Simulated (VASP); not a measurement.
**Ta: single point with PBE**

Crystal: Ta.

```
Ta
1.0
    -3.31879   -3.31879    3.31879
    -3.31879    3.31879   -3.31879
     3.31879   -3.31879   -3.31879
Ta
8
Direct
  0.50000 0.50000 0.50000
  0.00000 0.50000 0.50000
  0.50000 0.00000 0.50000
  0.00000 0.00000 0.50000
  0.50000 0.50000 0.00000
  0.00000 0.50000 0.00000
  0.50000 0.00000 0.00000
  0.00000 0.00000 0.00000
```

```
Program             : VASP 6.6.1
Task                : single point
Functional          : PBE
Potentials or basis : VASP PAW PBE potentials, release 64 (Ta_pv)
Cutoff              : 520 eV
k mesh              : 6 × 6 × 6
Occupations         : gaussian, width 0.1 eV
Spin                : no spin polarisation
```

```
Pressure               : -0.4 GPa
Band gap on the k mesh : zero (band 44 reaches 6.89 eV, above the bottom of band 45 at 4.70 eV)
```

Levels at points of the mesh, in eV from the Fermi level:
| k point | band 41 | band 42 | band 43 | band 44 | band 45 | band 46 |
| --- | --- | --- | --- | --- | --- | --- |
| (0.00, 0.00, 0.00) | 0.76 | 0.76 | 1.54 | 1.54 | 1.54 | 1.54 |
| (0.50, 0.00, 0.00) | -0.53 | -0.53 | -0.50 | -0.50 | -0.05 | -0.05 |
| (0.50, 0.50, 0.50) | -0.87 | -0.87 | 1.27 | 1.27 | 1.27 | 1.27 |

Wall time 5.8 min on 1 thread of AMD EPYC 7R43 64-Core Processor (Zen 3), with other jobs on the host, peak memory 0.3 GiB.

Caveat: spin-orbit coupling is left out, which moves the levels of the heavy elements.
